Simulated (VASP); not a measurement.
**Tl: single point with r2SCAN**

Tl:

```xyz
3
Lattice="5.5427 0.0000 0.0000 -2.7713 4.8001 0.0000 0.0000 0.0000 3.4120" Properties=species:S:1:pos:R:3 pbc="T T T"
Tl    0.0000    0.0000    0.0000
Tl    0.0000    3.2001    1.7060
Tl    2.7713    1.6000    1.7060
```

This isn't the form of Tl at room conditions, which is hcp.

```
Program                : VASP 6.6.1
Task                   : single point
Functional             : r2SCAN
Potentials or basis    : VASP PAW PBE potentials, release 64 (Tl_d)
Cutoff                 : 520 eV
k mesh                 : 9 × 9 × 12
Occupations            : fermi-dirac, width 0.1 eV
Spin                   : no spin polarisation
Dipole correction      : no
Further INCAR settings : ALGO = Normal; EDIFF = 1e-06; NBANDS = 26
```

- Pressure: 0.2 GPa
- Band gap on the k mesh: zero (an odd number of electrons rules out a gap without spin polarisation)

Stress tensor (GPa, compression positive):
```
 0.74  0.00  0.00
 0.00  0.74  0.00
 0.00  0.00 -0.79
```

Levels at points of the mesh, in eV from the Fermi level:
```csv
k point,band 15,band 16,band 17,band 18,band 19,band 20,band 21,band 22,band 23,band 24
"(0.00, 0.00, 0.00)",-11.68,-10.14,-4.79,-4.39,-0.41,-0.41,-0.22,-0.22,4.69,9.04
"(0.00, 0.00, 0.50)",-11.57,-7.02,-5.75,-2.16,0.01,0.79,1.44,1.44,1.56,2.84
```

It took 7.3 min on 1 thread of Intel(R) Xeon(R) Platinum 8488C (Sapphire Rapids), with other jobs on the host, peak memory 0.32 GiB.

Caveat: the PAW data sets were made with another functional, which shifts forces and pressure a little; spin-orbit coupling is left out, which moves the levels of the heavy elements.
